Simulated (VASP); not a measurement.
# HC16 (a cell with a defect) in VASP: single point with PBE

Aim: the single point of HC16 (a cell with a defect) with PBE.

Everything below comes from runs of VASP 6.6.1. Logs are shortened: lines on timing, memory, paths and dates and some standing lists are left out, and cuts for length are marked.

## Step 1: The cell of the first run

The cell holds a defect, 17 atoms: a = 5.044 Å, b = 5.044 Å, c = 5.044 Å, α = 60.00°, β = 60.00°, γ = 60.00°.

## Step 2: Single point, PBE

File INCAR:

```
SYSTEM = HC16
ALGO = Normal
EDIFF = 1E-6
ENCUT = 520
GGA = PE
GGA_COMPAT = .FALSE.
ISIF = 2
ISMEAR = -1
LASPH = .TRUE.
LCHARG = .FALSE.
LREAL = .FALSE.
LWAVE = .FALSE.
NBANDS = 46
NELECT = 64.0
NELM = 120
PREC = Accurate
SIGMA = 0.05
```

File KPOINTS:

```
k-points
0
G
  4 4 4
  0 0 0
```

File POSCAR:

```
HC16
1.0
    0.0000000000      3.5667400000      3.5667400000
    3.5667400000      0.0000000000      3.5667400000
    3.5667400000      3.5667400000      0.0000000000
C H
16 1
Direct
    0.0000000000      0.0000000000      0.0000000000
    0.1250000000      0.1250000000      0.1250000000
    0.0000000000      0.0000000000      0.5000000000
    0.1250000000      0.1250000000      0.6250000000
    0.0000000000      0.5000000000      0.0000000000
    0.1250000000      0.6250000000      0.1250000000
    0.0000000000      0.5000000000      0.5000000000
    0.1250000000      0.6250000000      0.6250000000
    0.5000000000      0.0000000000      0.0000000000
    0.6250000000      0.1250000000      0.1250000000
    0.5000000000      0.0000000000      0.5000000000
    0.6250000000      0.1250000000      0.6250000000
    0.5000000000      0.5000000000      0.0000000000
    0.6250000000      0.6250000000      0.1250000000
    0.5000000000      0.5000000000      0.5000000000
    0.6250000000      0.6250000000      0.6250000000
    0.2500000000      0.2500000000      0.2500000000
```

Potentials or basis: VASP PAW PBE potentials, release 64 (C, H).

Command:

```console
> cat potpaw_PBE.64/C/POTCAR potpaw_PBE.64/H/POTCAR > POTCAR
> mpirun -np 1 vasp_std > vasp.out
```

OUTCAR:

```text
SYSTEM = HC16
   EDIFF = 1E-6
   ENCUT = 520
   GGA = PE
   ISIF = 2
   ISMEAR = -1
   LASPH = .TRUE.
   LREAL = .FALSE.
   NELECT = 64.0
   NELM = 120
   PREC = Accurate

 ion  position               nearest neighbor table
   1  0.000  0.000  0.000-   2 1.54   4 1.54   6 1.54  10 1.54
   2  0.125  0.125  0.125-   1 1.54   3 1.54   5 1.54   9 1.54
   3  0.000  0.000  0.500-   2 1.54   4 1.54   8 1.54  12 1.54
   4  0.125  0.125  0.625-   1 1.54   3 1.54   7 1.54  11 1.54
   5  0.000  0.500  0.000-   2 1.54   6 1.54   8 1.54  14 1.54
   6  0.125  0.625  0.125-   1 1.54   5 1.54   7 1.54  13 1.54
[... 8 lines left out ...]
  15  0.500  0.500  0.500-   8 1.54  12 1.54  14 1.54  16 1.54
  16  0.625  0.625  0.625-   7 1.54  11 1.54  13 1.54  15 1.54
  17  0.250  0.250  0.250-

  LATTYP: Found a face centered cubic cell.
 ALAT       =     7.1334800000

  Lattice vectors:

 A1 = (   0.0000000000,   3.5667400000,   3.5667400000)
 A2 = (   3.5667400000,   0.0000000000,   3.5667400000)
 A3 = (   3.5667400000,   3.5667400000,   0.0000000000)

Analysis of symmetry for initial positions (statically):
=====================================================================
 Subroutine PRICEL returns:
 Original cell was already a primitive cell.

 Routine SETGRP: Setting up the symmetry group for a
 face centered cubic supercell.

 Subroutine GETGRP returns: Found 24 space group operations
 (whereof 24 operations were pure point group operations)
 out of a pool of 48 trial point group operations.

The static configuration has the point symmetry T_d .

Analysis of symmetry for dynamics (positions and initial velocities):
=====================================================================
 Subroutine PRICEL returns:
 Original cell was already a primitive cell.

 Routine SETGRP: Setting up the symmetry group for a
 face centered cubic supercell.

 Subroutine GETGRP returns: Found 24 space group operations
 (whereof 24 operations were pure point group operations)
 out of a pool of 48 trial point group operations.

The dynamic configuration has the point symmetry T_d .

 Subroutine INISYM returns: Found 24 space group operations
 (whereof 24 operations are pure point group operations),
 and found     1 'primitive' translations

----------------------------------------------------------------------------------------

                                     Primitive cell

  volume of cell :      90.7495

  direct lattice vectors                    reciprocal lattice vectors
     0.000000000  3.566740000  3.566740000    -0.140184034  0.140184034  0.140184034
     3.566740000  0.000000000  3.566740000     0.140184034 -0.140184034  0.140184034
     3.566740000  3.566740000  0.000000000     0.140184034  0.140184034 -0.140184034

  length of vectors
     5.044132081  5.044132081  5.044132081     0.242805869  0.242805869  0.242805869

  position of ions in fractional coordinates (direct lattice)
     0.000000000  0.000000000  0.000000000
     0.125000000  0.125000000  0.125000000
     0.000000000  0.000000000  0.500000000
     0.125000000  0.125000000  0.625000000
     0.000000000  0.500000000  0.000000000
     0.125000000  0.625000000  0.125000000
[... 9 lines left out ...]
     0.625000000  0.625000000  0.625000000
     0.250000000  0.250000000  0.250000000

  ion indices of the primitive-cell ions
   primitive index   ion index
                 1           1
                 2           2
                 3           3
                 4           4
                 5           5
                 6           6
[... 9 lines left out ...]
                16          16
                17          17

----------------------------------------------------------------------------------------

 KPOINTS: k-points

Automatic generation of k-mesh.
 Grid dimensions read from file:
 generate k-points for:    4    4    4

 Generating k-lattice:

  Cartesian coordinates                     Fractional coordinates (reciprocal lattice)
    -0.035046008  0.035046008  0.035046008     0.250000000  0.000000000  0.000000000
     0.035046008 -0.035046008  0.035046008     0.000000000  0.250000000  0.000000000
     0.035046008  0.035046008 -0.035046008     0.000000000  0.000000000  0.250000000

  Length of vectors
     0.060701467  0.060701467  0.060701467

  Shift w.r.t. Gamma in fractional coordinates (k-lattice)
     0.000000000  0.000000000  0.000000000

 Subroutine IBZKPT returns following result:
 ===========================================

 Found      8 irreducible k-points:

 Following reciprocal coordinates:
            Coordinates               Weight
  0.000000  0.000000  0.000000      1.000000
  0.250000  0.000000  0.000000      8.000000
  0.500000  0.000000  0.000000      4.000000
  0.250000  0.250000  0.000000      6.000000
  0.500000  0.250000  0.000000     24.000000
 -0.250000  0.250000  0.000000     12.000000
  0.500000  0.500000  0.000000      3.000000
 -0.250000  0.500000  0.250000      6.000000
   k-points           NKPTS =      8   k-points in BZ     NKDIM =      8   number of bands    NBANDS=     46
   number of dos      NEDOS =    301   number of ions     NIONS =     17
   total plane-waves  NPLWV =  64000
   dimension x,y,z NGX =    40 NGY =   40 NGZ =   40
   dimension x,y,z NGXF=    80 NGYF=   80 NGZF=   80
   ions per type =              16   1
   NGX,Y,Z   is equivalent  to a cutoff of  13.18, 13.18, 13.18 a.u.
   NGXF,Y,Z  is equivalent  to a cutoff of  26.37, 26.37, 26.37 a.u.
 SYSTEM =  HC16
   PREC   = accura    normal or accurate (medium, high low for compatibility)
   ISTART =      0    job   : 0-new  1-cont  2-samecut
   ICHARG =      2    charge: 1-file 2-atom 10-const
   ISPIN  =      1    spin polarized calculation?
   LNONCOLLINEAR =      F non collinear calculations
   LSORBIT =      F    spin-orbit coupling
   LASPH  =      T    aspherical Exc in radial PAW
   ENCUT  =  520.0 eV  38.22 Ry    6.18 a.u.   9.38  9.38  9.38*2*pi/ulx,y,z
   NELM   =    120;   NELMIN=  2; NELMDL= -5     # of ELM steps
   EDIFF  = 0.1E-05   stopping-criterion for ELM
   LREAL  =      F    real-space projection
   EDIFFG = 0.1E-04   stopping-criterion for IOM
   NSW    =      0    number of steps for IOM
   IBRION =     -1    ionic relax: 0-MD 1-quasi-New 2-CG
   NFREE  =      0    steps in history (QN), initial steepest desc. (CG)
   ISIF   =      2    stress and relaxation
   ISYM   =      2    0-nonsym 1-usesym 2-fastsym
   POTIM  = 0.5000    time-step for ionic-motion
   TEBEG  =    0.0;   TEEND  =   0.0 temperature during run
   PSTRESS=    0.0 pullay stress
   NELECT =      64.0000    total number of electrons
   NUPDOWN=      -1.0000    fix difference up-down
   EMIN   =  10.00;   EMAX   =-10.00  energy-range for DOS
   EFERMI =   0.00;   METHOD = LEGACY
   ISMEAR =    -1;   SIGMA  =   0.05  broadening in eV -4-tet -1-fermi 0-gaus
   EFERMI_NEDOS =   21; number of points for ismear=-14 and -15
   IALGO  =     38    algorithm
   IMIX   =      4    mixing-type and parameters
     AMIX     =   0.40;   BMIX     =  1.00
     AMIX_MAG =   1.60;   BMIX_MAG =  1.00
  volume/ion in A,a.u.               =       5.34        36.02
  Fermi-wavevector in a.u.,A,eV,Ry     =   1.457203  2.753714 28.891161  2.123440
  Thomas-Fermi vector in A             =   2.574032
   LORBIT       =      0    0 simple, 1 ext, 2 COOP (PROOUT), +10 PAW based schemes
   GGA     = PE    functional components
   LHFCALC =     F    Hartree Fock is set to
   AEXX    =    0.0000 exact exchange contribution
   IVDW    =     0    specifies the selected vdW correction
   LEPSILON=     F    determine dielectric tensor
   LRPA    =     F    only Hartree local field effects (RPA)
 non-spin polarized calculation
  energy-cutoff  :      520.00
  volume of cell :       90.75
 maximum number of plane-waves:      2468
 NGX is ok and might be reduce to    40
   NGX = 19   NGY = 19   NGZ = 19

 number of electron      63.9999994 magnetization

 Free energy of the ion-electron system (eV)
  ---------------------------------------------------
  ext. energy  EPLUGINS =         0.00000000
  ---------------------------------------------------
  free energy    TOTEN  =      -154.39897852 eV

  energy without entropy =     -154.39546939  energy(sigma->0) =     -154.39722396

 E-fermi :   9.9429     XC(G=0): -13.2815

 val. band max:        9.8962342492   @ k =   0.0000   0.0000   0.0000
 cond. band min:      10.8778981559   @ k =   0.2500   0.0000   0.0000
 fundamental gap:      0.9816639067
 Fermi energy:         9.9428643769

 k-point     1 :       0.0000    0.0000    0.0000
  band No.  band energies     occupation
      1     -11.9472      2.00000
      2      -6.1588      2.00000
      3      -5.9538      2.00000
      4      -5.9538      2.00000
      5      -5.9538      2.00000
      6      -5.0613      2.00000
[... 36 lines left out ...]
     43      18.0164      0.00000
     44      18.0165      0.00000

 k-point     2 :       0.2500    0.0000    0.0000
  band No.  band energies     occupation
      1     -11.5358      2.00000
      2      -8.1179      2.00000
      3      -6.2075      2.00000
      4      -5.9979      2.00000
      5      -5.9979      2.00000
      6      -4.8869      2.00000
[... 36 lines left out ...]
     43      17.5717      0.00000
     44      17.5717      0.00000

 k-point     3 :       0.5000    0.0000    0.0000
  band No.  band energies     occupation
      1     -10.6378      2.00000
      2      -9.7721      2.00000
      3      -6.3502      2.00000
      4      -5.8615      2.00000
      5      -5.8615      2.00000
      6      -5.3949      2.00000
[... 36 lines left out ...]
     43      17.8142      0.00000
     44      18.0879      0.00000

 k-point     4 :       0.2500    0.2500    0.0000
  band No.  band energies     occupation
      1     -11.3985      2.00000
      2      -7.6361      2.00000
      3      -6.7205      2.00000
      4      -6.7205      2.00000
      5      -6.5672      2.00000
      6      -6.3226      2.00000
[... 36 lines left out ...]
     43      18.0252      0.00000
     44      18.0252      0.00000

 k-point     5 :       0.5000    0.2500    0.0000
  band No.  band energies     occupation
      1     -10.5377      2.00000
      2      -9.1285      2.00000
      3      -7.9849      2.00000
      4      -6.8502      2.00000
      5      -6.7956      2.00000
      6      -4.9496      2.00000
[... 36 lines left out ...]
     43      19.1901      0.00000
     44      19.2117      0.00000

 k-point     6 :      -0.2500    0.2500    0.0000
  band No.  band energies     occupation
      1     -10.8836      2.00000
      2      -8.7136      2.00000
      3      -8.1573      2.00000
      4      -6.2276      2.00000
      5      -6.1244      2.00000
      6      -4.8763      2.00000
[... 36 lines left out ...]
     43      18.2091      0.00000
     44      18.5992      0.00000

 k-point     7 :       0.5000    0.5000    0.0000
  band No.  band energies     occupation
      1     -10.1644      2.00000
      2      -9.2616      2.00000
      3      -7.6131      2.00000
      4      -7.1858      2.00000
      5      -7.1858      2.00000
      6      -6.9550      2.00000
[... 36 lines left out ...]
     43      19.9225      0.00000
     44      20.0813      0.00000

 k-point     8 :      -0.2500    0.5000    0.2500
  band No.  band energies     occupation
      1     -10.0183      2.00000
      2      -8.8250      2.00000
      3      -8.6044      2.00000
      4      -8.5721      2.00000
      5      -4.8655      2.00000
      6      -4.8452      2.00000
[... 36 lines left out ...]
     43      19.7256      0.00000
     44      19.9835      0.00000
 [bands above 44 left out]

------------------------ aborting loop because EDIFF is reached ----------------------------------------

  FORCE on cell =-STRESS in cart. coord.  units (eV):
  Direction    XX          YY          ZZ          XY          YZ          ZX
  --------------------------------------------------------------------------------------
  -------------------------------------------------------------------------------------
  Total       -7.4290168     -7.4290168     -7.4290168      0.0000000      0.0000000      0.0000000
  in kB     -131.1588405   -131.1588405   -131.1588405      0.0000000      0.0000000      0.0000000
  external PRESSURE =    -131.1588405 kB  Pullay stress =       0.0000000 kB

 VOLUME and BASIS-vectors are now :
 -----------------------------------------------------------------------------
  energy-cutoff  :      520.00
  volume of cell :       90.75
      direct lattice vectors                 reciprocal lattice vectors
     0.000000000  3.566740000  3.566740000    -0.140184034  0.140184034  0.140184034
     3.566740000  0.000000000  3.566740000     0.140184034 -0.140184034  0.140184034
     3.566740000  3.566740000  0.000000000     0.140184034  0.140184034 -0.140184034

 POSITION                                       TOTAL-FORCE (eV/Angst)
 -----------------------------------------------------------------------------------
      0.00000      0.00000      0.00000         0.000000      0.000000      0.000000
      0.89168      0.89168      0.89168        -0.451537     -0.451537     -0.451537
      1.78337      1.78337      0.00000         0.000000      0.000000     -1.239297
      2.67505      2.67505      0.89168         0.451537      0.451537     -0.451537
      1.78337      0.00000      1.78337         0.000000     -1.239297      0.000000
      2.67505      0.89168      2.67505         0.451537     -0.451537      0.451537
[... 9 lines left out ...]
      4.45843      4.45843      4.45843        -0.313166     -0.313166     -0.313166
      1.78337      1.78337      1.78337         0.000000      0.000000      0.000000
 -----------------------------------------------------------------------------------
    total drift:                               -0.000000     -0.000000     -0.000000

  FREE ENERGIE OF THE ION-ELECTRON SYSTEM (eV)
  ---------------------------------------------------
  free  energy   TOTEN  =      -154.3989785239 eV

  energy  without entropy=     -154.3954693886  energy(sigma->0) =     -154.39722396
```

Wall time 61 s (1 thread of Intel Xeon Platinum 8375C at 2.90GHz (Ice Lake), shared host); peak memory 0.22 GiB.

Results:

| Property | Result |
| --- | --- |
| Free energy | -154.3990 eV |
| Largest force | 1.239 eV/Å |

Forces on the atoms (eV/Å):
```
C    0.000  0.000  0.000
C   -0.452 -0.452 -0.452
C    0.000  0.000 -1.239
C    0.452  0.452 -0.452
C    0.000 -1.239  0.000
C    0.452 -0.452  0.452
C    1.239  0.000  0.000
C   -0.313  0.313  0.313
C   -1.239  0.000  0.000
C   -0.452  0.452  0.452
C    0.000  1.239  0.000
C    0.313 -0.313  0.313
C    0.000  0.000  1.239
C    0.313  0.313 -0.313
C    0.000  0.000  0.000
C   -0.313 -0.313 -0.313
H    0.000  0.000  0.000
```

Caveat: the cell carries a net charge on a neutralising background, which shifts energy and pressure; the cell is charged against a uniform background, so pressure and absolute levels hang on convention.
